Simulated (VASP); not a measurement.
# Cu in VASP: further runs

The runs below take Cu through single point, with PBEsol.

All numbers are computed with VASP 6.6.1; they aren't measurements. Logs are shortened: lines on timing, memory, paths and dates and some standing lists are left out, and cuts for length are marked.

## 1. The cell of the first run

The structure is cubic, space group Fm-3m (No. 225). The conventional cell has a = 3.566 Å, b = 3.566 Å, c = 3.566 Å, α = 90.00°, β = 90.00°, γ = 90.00°. Within 3.3 Å of Cu (site symmetry m-3m) lie 12 Cu at 2.52 Å.

## 2. Single point, PBEsol (volume scaled by 0.96)

Contents of INCAR:

```
SYSTEM = Cu
PREC = Accurate
ENCUT = 520
EDIFF = 1E-6
ISMEAR = -1
SIGMA = 0.03
LREAL = .FALSE.
LASPH = .TRUE.
NELM = 60
ALGO = Normal
ISIF = 2
LWAVE = .FALSE.
LCHARG = .TRUE.
GGA = PS
LELF = .TRUE.
LVHAR = .TRUE.
NBANDS = 12
```

Contents of KPOINTS:

```
Automatic mesh
0
G
  17 17 17
  0 0 0
```

Contents of POSCAR:

```
Cu
1.0
    0.0000000000      1.7830713297      1.7830713297
    1.7830713297      0.0000000000      1.7830713297
    1.7830713297      1.7830713297      0.0000000000
Cu
1
Direct
    0.0000000000      0.0000000000      0.0000000000
```

Potentials or basis: VASP PAW PBE potentials, release 64 (Cu).

The run is started by

```bash
$ cat potpaw_PBE.64/Cu/POTCAR > POTCAR
$ mpirun -np 1 vasp_std > vasp.out
```

OUTCAR:

```text
SYSTEM = Cu
   PREC = Accurate
   ENCUT = 520
   EDIFF = 1E-6
   ISMEAR = -1
   LREAL = .FALSE.
   LASPH = .TRUE.
   NELM = 60
   ISIF = 2
   GGA = PS

 ion  position               nearest neighbor table
   1  0.000  0.000  0.000-

  LATTYP: Found a face centered cubic cell.
 ALAT       =     3.5661426594

  Lattice vectors:

 A1 = (   0.0000000000,   1.7830713297,   1.7830713297)
 A2 = (   1.7830713297,   0.0000000000,   1.7830713297)
 A3 = (   1.7830713297,   1.7830713297,   0.0000000000)

Analysis of symmetry for initial positions (statically):
=====================================================================
 Subroutine PRICEL returns:
 Original cell was already a primitive cell.

 Routine SETGRP: Setting up the symmetry group for a
 face centered cubic supercell.

 Subroutine GETGRP returns: Found 48 space group operations
 (whereof 48 operations were pure point group operations)
 out of a pool of 48 trial point group operations.

The static configuration has the point symmetry O_h .

Analysis of symmetry for dynamics (positions and initial velocities):
=====================================================================
 Subroutine PRICEL returns:
 Original cell was already a primitive cell.

 Routine SETGRP: Setting up the symmetry group for a
 face centered cubic supercell.

 Subroutine GETGRP returns: Found 48 space group operations
 (whereof 48 operations were pure point group operations)
 out of a pool of 48 trial point group operations.

The dynamic configuration has the point symmetry O_h .

 Subroutine INISYM returns: Found 48 space group operations
 (whereof 48 operations are pure point group operations),
 and found     1 'primitive' translations

----------------------------------------------------------------------------------------

                                     Primitive cell

  volume of cell :      11.3380

  direct lattice vectors                    reciprocal lattice vectors
     0.000000000  1.783071330  1.783071330    -0.280415030  0.280415030  0.280415030
     1.783071330  0.000000000  1.783071330     0.280415030 -0.280415030  0.280415030
     1.783071330  1.783071330  0.000000000     0.280415030  0.280415030 -0.280415030

  length of vectors
     2.521643657  2.521643657  2.521643657     0.485693079  0.485693079  0.485693079

  position of ions in fractional coordinates (direct lattice)
     0.000000000  0.000000000  0.000000000
[... 81 lines left out ...]
   NFREE  =      0    steps in history (QN), initial steepest desc. (CG)
   ISIF   =      2    stress and relaxation
   ISYM   =      2    0-nonsym 1-usesym 2-fastsym
   POTIM  = 0.5000    time-step for ionic-motion
   TEBEG  =    0.0;   TEEND  =   0.0 temperature during run
   PSTRESS=    0.0 pullay stress
   NELECT =      11.0000    total number of electrons
   NUPDOWN=      -1.0000    fix difference up-down
   EMIN   =  10.00;   EMAX   =-10.00  energy-range for DOS
   EFERMI =   0.00;   METHOD = LEGACY
   ISMEAR =    -1;   SIGMA  =   0.03  broadening in eV -4-tet -1-fermi 0-gaus
   EFERMI_NEDOS =   21; number of points for ismear=-14 and -15
   IALGO  =     38    algorithm
   IMIX   =      4    mixing-type and parameters
     AMIX     =   0.40;   BMIX     =  1.00
     AMIX_MAG =   1.60;   BMIX_MAG =  1.00
  volume/ion in A,a.u.               =      11.34        76.51
  Fermi-wavevector in a.u.,A,eV,Ry     =   1.620667  3.062616 35.736521  2.626560
  Thomas-Fermi vector in A             =   2.714568
   LORBIT       =      0    0 simple, 1 ext, 2 COOP (PROOUT), +10 PAW based schemes
   GGA     = PS    functional components
   LHFCALC =     F    Hartree Fock is set to
   AEXX    =    0.0000 exact exchange contribution
   IVDW    =     0    specifies the selected vdW correction
   LEPSILON=     F    determine dielectric tensor
   LRPA    =     F    only Hartree local field effects (RPA)
 non-spin polarized calculation
  energy-cutoff  :      520.00
  volume of cell :       11.34
 maximum number of plane-waves:       318
   NGX =  9   NGY =  9   NGZ =  9

 number of electron      11.0000013 magnetization

 Free energy of the ion-electron system (eV)
  ---------------------------------------------------
  ext. energy  EPLUGINS =         0.00000000
  ---------------------------------------------------
  free energy    TOTEN  =        -4.30826603 eV

  energy without entropy =       -4.30746431  energy(sigma->0) =       -4.30786517

 E-fermi :   8.0057     XC(G=0): -13.1488

 val. band max:        7.8551844144   @ k =   0.4706   0.1765   0.0000
 cond. band min:       8.0272527538   @ k =  -0.3529   0.1765   0.0000
 fundamental gap:      0.1720683394
 Fermi energy:         8.0056551783

 k-point     1 :       0.0000    0.0000    0.0000
  band No.  band energies     occupation
      1      -1.7902      2.00000
      2       4.7515      2.00000
      3       4.7515      2.00000
      4       4.7515      2.00000
      5       5.6373      2.00000
      6       5.6373      2.00000
      7      30.8247      0.00000
      8      33.7572      0.00000
      9      33.7572      0.00000
     10      33.7572      0.00000
     11      36.2713      0.00000
     12      36.2713      0.00000
[... 331 lines left out ...]
 k-point    24 :      -0.1176    0.0588    0.0000
  band No.  band energies     occupation
      1      -0.9817      2.00000
      2       4.5765      2.00000
      3       4.8904      2.00000
      4       4.8944      2.00000
      5       5.5229      2.00000
      6       5.6758      2.00000
      7      26.5672      0.00000
      8      29.1694      0.00000
      9      32.7743      0.00000
     10      34.2150      0.00000
     11      36.7044      0.00000
     12      37.2074      0.00000

 [... further k-points ...]

------------------------ aborting loop because EDIFF is reached ----------------------------------------

  FORCE on cell =-STRESS in cart. coord.  units (eV):
  Direction    XX          YY          ZZ          XY          YZ          ZX
  --------------------------------------------------------------------------------------
  -------------------------------------------------------------------------------------
  Total        0.0114299      0.0114299      0.0114299      0.0000000      0.0000000     -0.0000000
  in kB        1.6151621      1.6151621      1.6151621      0.0000000      0.0000000     -0.0000000
  external PRESSURE =       1.6151621 kB  Pullay stress =       0.0000000 kB

 VOLUME and BASIS-vectors are now :
 -----------------------------------------------------------------------------
  energy-cutoff  :      520.00
  volume of cell :       11.34
      direct lattice vectors                 reciprocal lattice vectors
     0.000000000  1.783071330  1.783071330    -0.280415030  0.280415030  0.280415030
     1.783071330  0.000000000  1.783071330     0.280415030 -0.280415030  0.280415030
     1.783071330  1.783071330  0.000000000     0.280415030  0.280415030 -0.280415030

 POSITION                                       TOTAL-FORCE (eV/Angst)
 -----------------------------------------------------------------------------------
      0.00000      0.00000      0.00000         0.000000      0.000000      0.000000
 -----------------------------------------------------------------------------------
    total drift:                                0.000000      0.000000      0.000000

  FREE ENERGIE OF THE ION-ELECTRON SYSTEM (eV)
  ---------------------------------------------------
  free  energy   TOTEN  =        -4.3082660304 eV

  energy  without entropy=       -4.3074643097  energy(sigma->0) =       -4.30786517
```

Wall time 13 s (1 thread of Intel Xeon Platinum 8488C (Sapphire Rapids), shared host); peak memory 0.14 GiB.

Results:

```
Free energy : -4.3083 eV
Pressure    : 0.2 GPa
```

Caveat: the PAW data sets were made with another functional, which shifts forces and pressure a little.

## 3. Single point, PBEsol (volume scaled by 0.99)

Contents of INCAR:

```
SYSTEM = Cu
PREC = Accurate
ENCUT = 520
EDIFF = 1E-6
ISMEAR = -1
SIGMA = 0.03
LREAL = .FALSE.
LASPH = .TRUE.
NELM = 100
ALGO = Normal
ISIF = 2
LWAVE = .FALSE.
LCHARG = .FALSE.
GGA = PS
NBANDS = 12
```

Contents of KPOINTS:

```
regular mesh
0
G
  17 17 17
  0 0 0
```

Contents of POSCAR:

```
Cu
1.0
    0.0000000000      1.8014548043      1.8014548043
    1.8014548043      0.0000000000      1.8014548043
    1.8014548043      1.8014548043      0.0000000000
Cu
1
Direct
    0.0000000000      0.0000000000      0.0000000000
```

Potentials or basis: VASP PAW PBE potentials, release 64 (Cu).

The run is started by

```bash
$ cat potpaw_PBE.64/Cu/POTCAR > POTCAR
$ mpirun -np 1 vasp_std > vasp.out
```

It took 15 s on 1 thread of Intel Xeon Platinum 8488C (Sapphire Rapids), shared host; peak memory 0.14 GiB.

Results (log left out):

- Free energy: -4.3034 eV
- Pressure: -4.6 GPa

Levels at points of the mesh, in eV from the Fermi level:
```
           k point  band 3  band 4  band 5  band 6  band 7  band 8  band 9  band 10
(0.00, 0.00, 0.00)   -3.15   -3.15   -2.30   -2.30   22.59   25.28   25.28    25.28
```

Caveat: the PAW data sets were made with another functional, which shifts forces and pressure a little.

## 4. Single point, PBEsol (volume scaled by 1.02)

Contents of INCAR:

```
  ALGO = Normal
  EDIFF = 1E-6
  ENCUT = 520
  GGA = PS
  ISIF = 2
  ISMEAR = -1
  LASPH = T
  LCHARG = T
  LELF = T
  LREAL = F
  LVHAR = T
  LWAVE = F
  NBANDS = 12
  NELM = 80
  PREC = Accurate
  SIGMA = 0.03
```

Contents of KPOINTS:

```
k-points
0
Gamma
  17 17 17
```

Contents of POSCAR:

```
Cu
1.0
    0.0000000000      1.8194705475      1.8194705475
    1.8194705475      0.0000000000      1.8194705475
    1.8194705475      1.8194705475      0.0000000000
Cu
1
Direct
    0.0000000000      0.0000000000      0.0000000000
```

The run is started by

```bash
$ cat potpaw_PBE.64/Cu/POTCAR > POTCAR
$ mpirun -np 1 vasp_std > vasp.out
```

Wall time 18 s (1 thread of Intel Xeon Platinum 8488C (Sapphire Rapids), shared host); peak memory 0.14 GiB.

The run converged. Its results:

* Free energy: -4.2889 eV
* Pressure: -8.5 GPa

Levels at points of the mesh, in eV from the Fermi level:
```
           k point  band 3  band 4  band 5  band 6  band 7  band 8  band 9  band 10
(0.00, 0.00, 0.00)   -3.04   -3.04   -2.24   -2.24   22.36   24.82   24.82    24.82
```

Caveat: the PAW data sets were made with another functional, which shifts forces and pressure a little.

## 5. Single point, PBEsol (volume scaled by 1.06)

Contents of INCAR:

```
PREC = Accurate
ENCUT = 520
EDIFF = 1E-7
ISMEAR = -1
SIGMA = 0.03
LREAL = False
LASPH = True
NELM = 60
ALGO = Normal
ISIF = 2
LWAVE = False
LCHARG = True
GGA = PS
LELF = True
LVHAR = True
NBANDS = 12
```

Contents of KPOINTS:

```
Automatic mesh
0
Gamma
  17 17 17
```

Contents of POSCAR:

```
Cu
1.0
    0.0000000000      1.8429501765      1.8429501765
    1.8429501765      0.0000000000      1.8429501765
    1.8429501765      1.8429501765      0.0000000000
Cu
1
Direct
    0.0000000000      0.0000000000      0.0000000000
```

The run is started by

```bash
$ cat potpaw_PBE.64/Cu/POTCAR > POTCAR
$ mpirun -np 1 vasp_std > vasp.out
```

Run time: 18 s. Hardware: 1 thread of Intel Xeon Platinum 8488C (Sapphire Rapids), shared host; peak memory 0.14 GiB.

The run converged. Its results:

| Property | Result |
| --- | --- |
| Free energy | -4.2576 eV |
| Pressure | -12.7 GPa |

Levels at points of the mesh, in eV from the Fermi level:
```csv
k point,band 3,band 4,band 5,band 6,band 7,band 8,band 9,band 10
"(0.00, 0.00, 0.00)",-2.92,-2.92,-2.16,-2.16,22.06,24.23,24.23,24.23
```

Caveat: the PAW data sets were made with another functional, which shifts forces and pressure a little.

(Continued in part 2 of 2.)
